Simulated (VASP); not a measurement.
# SrCu3Ge in VASP: single point with r2SCAN

Aim: the single point of SrCu3Ge with r2SCAN.

Program: VASP 6.6.1. These are calculated values, not measurements. Logs are shortened: lines on timing, memory, paths and dates and some standing lists are left out, and cuts for length are marked.

### Step 1. The cell of the first run

The typed cell holds 5 atoms: a = 4.373 Å, b = 4.373 Å, c = 4.905 Å, α = 90.00°, β = 90.00°, γ = 90.00°.

### Step 2. Single point, r2SCAN

Input file POSCAR:

```
SrCu3Ge
1.0
    3.0922691621     -3.0924252483      0.0000000000
    3.0922691621      3.0924252483      0.0000000000
    0.0000000000      0.0000000000      4.9047644548
Sr Cu Ge
1 3 1
Direct
    0.0000000000      0.0000000000      0.9274341636
    0.0000000000      0.5000000000      0.4264961275
    0.5000000000      0.0000000000      0.4264961275
    0.5000000000      0.5000000000      0.6930700534
    0.5000000000      0.5000000000      0.1883584671
```

Input file INCAR.step1:

```
SYSTEM = SrCu3Ge
ALGO = Normal ; EDIFF = 1E-4
ENCUT = 520 ; GGA = PE
ISMEAR = 0 ; LASPH = .True.
LCHARG = .False. ; LREAL = .False.
LWAVE = .True. ; NBANDS = 36
NELM = 60 ; PREC = Accurate
SIGMA = 0.1
```

Input file INCAR.step2:

```
SYSTEM = SrCu3Ge
ALGO = Normal ; EDIFF = 1E-6
ENCUT = 520 ; ISIF = 2
ISMEAR = 0 ; ISTART = 1
LASPH = .True. ; LCHARG = .False.
LMIXTAU = .True. ; LREAL = .False.
LWAVE = .False. ; METAGGA = R2SCAN
NBANDS = 36 ; NELM = 60
PREC = Accurate ; SIGMA = 0.1
```

Input file KPOINTS:

```
k-points
0
Gamma
  8 8 6
  0 0 0
```

Potentials or basis: VASP PAW PBE potentials, release 64 (Sr_sv, Cu, Ge_d).

Launch:

```
cat potpaw_PBE.64/Sr_sv/POTCAR potpaw_PBE.64/Cu/POTCAR potpaw_PBE.64/Ge_d/POTCAR > POTCAR
cp INCAR.step1 INCAR
mpirun -np 1 vasp_std > vasp.out
cp INCAR.step2 INCAR
mpirun -np 1 vasp_std > vasp.out
```

OUTCAR:

```text
SYSTEM = SrCu3Ge
   EDIFF = 1E-6
   ENCUT = 520
   ISIF = 2
   ISMEAR = 0
   ISTART = 1
   LASPH = .True.
   LREAL = .False.
   METAGGA = R2SCAN
   NELM = 60
   PREC = Accurate

 ion  position               nearest neighbor table
   1  0.000  0.000  0.927-   2 3.28   3 3.28   2 3.28   3 3.28   2 3.29   2 3.29   3 3.29   3 3.29
                             4 3.30   4 3.30   4 3.30   4 3.30   5 3.35   5 3.35   5 3.35   5 3.35
   2  0.000  0.500  0.426-   5 2.48   5 2.48   4 2.55   4 2.55   1 3.28   1 3.28   1 3.29   1 3.29

   3  0.500  0.000  0.426-   5 2.48   5 2.48   4 2.55   4 2.55   1 3.28   1 3.28   1 3.29   1 3.29

   4  0.500  0.500  0.693-   5 2.43   5 2.48   2 2.55   3 2.55   3 2.55   2 2.55   1 3.30   1 3.30
                             1 3.30   1 3.30
   5  0.500  0.500  0.188-   4 2.43   4 2.48   3 2.48   2 2.48   3 2.48   2 2.48   1 3.35   1 3.35
                             1 3.35   1 3.35

  LATTYP: Found a base centered orthorhombic cell.
 ALAT       =     6.1845383242
 B/A-ratio  =     1.0000504763
 C/A-ratio  =     0.7930688109

  Lattice vectors:

 A1 = (   3.0922691621,  -3.0924252483,   0.0000000000)
 A2 = (   3.0922691621,   3.0924252483,   0.0000000000)
 A3 = (   0.0000000000,   0.0000000000,   4.9047644548)

Analysis of symmetry for initial positions (statically):
=====================================================================
 Subroutine PRICEL returns:
 Original cell was already a primitive cell.

 Routine SETGRP: Setting up the symmetry group for a
 base centered orthorhombic supercell.

 Subroutine GETGRP returns: Found  4 space group operations
 (whereof  4 operations were pure point group operations)
 out of a pool of  8 trial point group operations.

The static configuration has the point symmetry C_2v.

Analysis of symmetry for dynamics (positions and initial velocities):
=====================================================================
 Subroutine PRICEL returns:
 Original cell was already a primitive cell.

 Routine SETGRP: Setting up the symmetry group for a
 base centered orthorhombic supercell.

 Subroutine GETGRP returns: Found  4 space group operations
 (whereof  4 operations were pure point group operations)
 out of a pool of  8 trial point group operations.

The dynamic configuration has the point symmetry C_2v.

 Subroutine INISYM returns: Found  4 space group operations
 (whereof  4 operations are pure point group operations),
 and found     1 'primitive' translations

----------------------------------------------------------------------------------------

                                     Primitive cell

  volume of cell :      93.8047

  direct lattice vectors                    reciprocal lattice vectors
     3.092269162 -3.092425248  0.000000000     0.161693557 -0.161685396  0.000000000
     3.092269162  3.092425248  0.000000000     0.161693557  0.161685396  0.000000000
     0.000000000  0.000000000  4.904764455     0.000000000  0.000000000  0.203883389

  length of vectors
     4.373239359  4.373239359  4.904764455     0.228663450  0.228663450  0.203883389

  position of ions in fractional coordinates (direct lattice)
     0.000000000  0.000000000  0.927434164
     0.000000000  0.500000000  0.426496128
     0.500000000  0.000000000  0.426496128
     0.500000000  0.500000000  0.693070053
     0.500000000  0.500000000  0.188358467

  ion indices of the primitive-cell ions
   primitive index   ion index
                 1           1
                 2           2
                 3           3
                 4           4
                 5           5

----------------------------------------------------------------------------------------

 KPOINTS: k-points

Automatic generation of k-mesh.
 Grid dimensions read from file:
 generate k-points for:    8    8    6

 Generating k-lattice:

  Cartesian coordinates                     Fractional coordinates (reciprocal lattice)
     0.020211695 -0.020210674  0.000000000     0.125000000  0.000000000  0.000000000
     0.020211695  0.020210674  0.000000000     0.000000000  0.125000000  0.000000000
     0.000000000  0.000000000  0.033980565     0.000000000  0.000000000  0.166666667

  Length of vectors
     0.028582931  0.028582931  0.033980565

  Shift w.r.t. Gamma in fractional coordinates (k-lattice)
     0.000000000  0.000000000  0.000000000

 Subroutine IBZKPT returns following result:
 ===========================================

 Found     84 irreducible k-points:

 Following reciprocal coordinates:
            Coordinates               Weight
  0.000000  0.000000  0.000000      1.000000
  0.125000  0.000000  0.000000      4.000000
  0.250000  0.000000  0.000000      4.000000
  0.375000  0.000000  0.000000      4.000000
  0.500000  0.000000  0.000000      2.000000
  0.125000  0.125000  0.000000      2.000000
[... 16 lines left out ...]
  0.125000  0.000000  0.166667      8.000000
  0.250000  0.000000  0.166667      8.000000
 [... further k-points ...]
   k-points           NKPTS =     84   k-points in BZ     NKDIM =     84   number of bands    NBANDS=     36
   number of dos      NEDOS =    301   number of ions     NIONS =      5
   total plane-waves  NPLWV =  46656
   dimension x,y,z NGX =    36 NGY =   36 NGZ =   36
   dimension x,y,z NGXF=    72 NGYF=   72 NGZF=   72
   ions per type =               1   3   1
   NGX,Y,Z   is equivalent  to a cutoff of  13.69, 13.69, 12.20 a.u.
   NGXF,Y,Z  is equivalent  to a cutoff of  27.37, 27.37, 24.40 a.u.
 SYSTEM =  SrCu3Ge
   PREC   = accura    normal or accurate (medium, high low for compatibility)
   ISTART =      1    job   : 0-new  1-cont  2-samecut
   ICHARG =      0    charge: 1-file 2-atom 10-const
   ISPIN  =      1    spin polarized calculation?
   LNONCOLLINEAR =      F non collinear calculations
   LSORBIT =      F    spin-orbit coupling
   LASPH  =      T    aspherical Exc in radial PAW
   ENCUT  =  520.0 eV  38.22 Ry    6.18 a.u.   8.13  8.13  9.12*2*pi/ulx,y,z
   NELM   =     60;   NELMIN=  2; NELMDL=  0     # of ELM steps
   EDIFF  = 0.1E-05   stopping-criterion for ELM
   LREAL  =      F    real-space projection
   EDIFFG = 0.1E-04   stopping-criterion for IOM
   NSW    =      0    number of steps for IOM
   IBRION =     -1    ionic relax: 0-MD 1-quasi-New 2-CG
   NFREE  =      0    steps in history (QN), initial steepest desc. (CG)
   ISIF   =      2    stress and relaxation
   ISYM   =      2    0-nonsym 1-usesym 2-fastsym
   POTIM  = 0.5000    time-step for ionic-motion
   TEBEG  =    0.0;   TEEND  =   0.0 temperature during run
   PSTRESS=    0.0 pullay stress
   NELECT =      57.0000    total number of electrons
   NUPDOWN=      -1.0000    fix difference up-down
   EMIN   =  10.00;   EMAX   =-10.00  energy-range for DOS
   EFERMI =   0.00;   METHOD = LEGACY
   ISMEAR =     0;   SIGMA  =   0.10  broadening in eV -4-tet -1-fermi 0-gaus
   EFERMI_NEDOS =   21; number of points for ismear=-14 and -15
   IALGO  =     38    algorithm
   IMIX   =      4    mixing-type and parameters
     AMIX     =   0.40;   BMIX     =  1.00
     AMIX_MAG =   1.60;   BMIX_MAG =  1.00
  volume/ion in A,a.u.               =      18.76       126.61
  Fermi-wavevector in a.u.,A,eV,Ry     =   1.386622  2.620337 26.160219  1.922722
  Thomas-Fermi vector in A             =   2.510921
   LORBIT       =      0    0 simple, 1 ext, 2 COOP (PROOUT), +10 PAW based schemes
   METAGGA = R2SCAN    functional components
   LHFCALC =     F    Hartree Fock is set to
   AEXX    =    0.0000 exact exchange contribution
   IVDW    =     0    specifies the selected vdW correction
   LEPSILON=     F    determine dielectric tensor
   LRPA    =     F    only Hartree local field effects (RPA)
 non-spin polarized calculation
 Gauss-broadening in eV      SIGMA  =   0.10
  energy-cutoff  :      520.00
  volume of cell :       93.80
 maximum number of plane-waves:      2568
 NGX is ok and might be reduce to    36
   NGX = 17   NGY = 17   NGZ = 19

 number of electron      57.0000007 magnetization

 Free energy of the ion-electron system (eV)
  ---------------------------------------------------
  ext. energy  EPLUGINS =         0.00000000
  ---------------------------------------------------
  free energy    TOTEN  =       -62.40757480 eV

  energy without entropy =      -62.40133408  energy(sigma->0) =      -62.40445444

 E-fermi :   5.0005     XC(G=0): -11.3774

 val. band max:        4.9995471727   @ k =   0.3750   0.3750   0.1667
 cond. band min:       5.0342829065   @ k =   0.5000   0.3750   0.3333
 fundamental gap:      0.0347357338
 Fermi energy:         5.0005430047

 k-point     1 :       0.0000    0.0000    0.0000
  band No.  band energies     occupation
      1     -31.6327      2.00000
      2     -19.9185      2.00000
      3     -19.8951      2.00000
      4     -19.8951      2.00000
      5     -19.8884      2.00000
      6     -19.8711      2.00000
[... 28 lines left out ...]
     35      10.4890      0.00000
     36      11.1209      0.00000

 k-point     2 :       0.1250    0.0000    0.0000
  band No.  band energies     occupation
      1     -31.6321      2.00000
      2     -19.9184      2.00000
      3     -19.8953      2.00000
      4     -19.8950      2.00000
      5     -19.8881      2.00000
      6     -19.8712      2.00000
[... 28 lines left out ...]
     35       9.7755      0.00000
     36      11.3021      0.00000

 k-point     3 :       0.2500    0.0000    0.0000
  band No.  band energies     occupation
      1     -31.6306      2.00000
      2     -19.9182      2.00000
      3     -19.8959      2.00000
      4     -19.8950      2.00000
      5     -19.8873      2.00000
      6     -19.8716      2.00000
[... 28 lines left out ...]
     35       9.6678      0.00000
     36      11.8145      0.00000
[... 742 lines left out ...]
 k-point    23 :       0.1250    0.0000    0.1667
  band No.  band energies     occupation
      1     -31.6319      2.00000
      2     -19.9172      2.00000
      3     -19.8952      2.00000
      4     -19.8949      2.00000
      5     -19.8881      2.00000
      6     -19.8712      2.00000
[... 28 lines left out ...]
     35      10.1875      0.00000
     36      10.4485      0.00000

 k-point    24 :       0.2500    0.0000    0.1667
  band No.  band energies     occupation
      1     -31.6304      2.00000
      2     -19.9170      2.00000
      3     -19.8958      2.00000
      4     -19.8949      2.00000
      5     -19.8873      2.00000
      6     -19.8715      2.00000
[... 28 lines left out ...]
     35      10.5418      0.00000
     36      11.2374      0.00000

 [... further k-points ...]

------------------------ aborting loop because EDIFF is reached ----------------------------------------

  FORCE on cell =-STRESS in cart. coord.  units (eV):
  Direction    XX          YY          ZZ          XY          YZ          ZX
  --------------------------------------------------------------------------------------
  -------------------------------------------------------------------------------------
  Total       -1.2255863     -1.2265340     -1.3903871      0.0000000      0.0000000      0.0000000
  in kB      -20.9329202    -20.9491078    -23.7477057      0.0000000      0.0000000      0.0000000
  external PRESSURE =     -21.8765779 kB  Pullay stress =       0.0000000 kB

 VOLUME and BASIS-vectors are now :
 -----------------------------------------------------------------------------
  energy-cutoff  :      520.00
  volume of cell :       93.80
      direct lattice vectors                 reciprocal lattice vectors
     3.092269162 -3.092425248  0.000000000     0.161693557 -0.161685396  0.000000000
     3.092269162  3.092425248  0.000000000     0.161693557  0.161685396  0.000000000
     0.000000000  0.000000000  4.904764455     0.000000000  0.000000000  0.203883389

 POSITION                                       TOTAL-FORCE (eV/Angst)
 -----------------------------------------------------------------------------------
      0.00000      0.00000      4.54885         0.000000      0.000000      0.019245
      1.54613      1.54621      2.09186         0.000000      0.000000     -0.008753
      1.54613     -1.54621      2.09186         0.000000     -0.000000     -0.008753
      3.09227      0.00000      3.39935        -0.000000      0.000000     -0.177994
      3.09227      0.00000      0.92385         0.000000      0.000000      0.176256
 -----------------------------------------------------------------------------------
    total drift:                               -0.000000      0.000000     -0.002613

  FREE ENERGIE OF THE ION-ELECTRON SYSTEM (eV)
  ---------------------------------------------------
  free  energy   TOTEN  =       -62.4075747952 eV

  energy  without entropy=      -62.4013340809  energy(sigma->0) =      -62.40445444
```

It took 26 min on 1 thread of Oxide Virtual Turin-like, shared host; peak memory 0.38 GiB.

What came out:

```yaml
Free_energy: -62.4076 eV
Pressure: -2.2 GPa
Largest_force: 0.178 eV/Å
Band_gap_on_the_k_mesh: zero (an odd number of electrons rules out a gap without spin polarisation)
```

Forces on the atoms (eV/Å):
```
Sr   0.000  0.000  0.019
Cu   0.000  0.000 -0.009
Cu   0.000  0.000 -0.009
Cu   0.000  0.000 -0.178
Ge   0.000  0.000  0.176
```

Caveat: the PAW data sets were made with another functional, which shifts forces and pressure a little.

The gap in the log of VASP goes by the Fermi energy; the results here count the filled bands.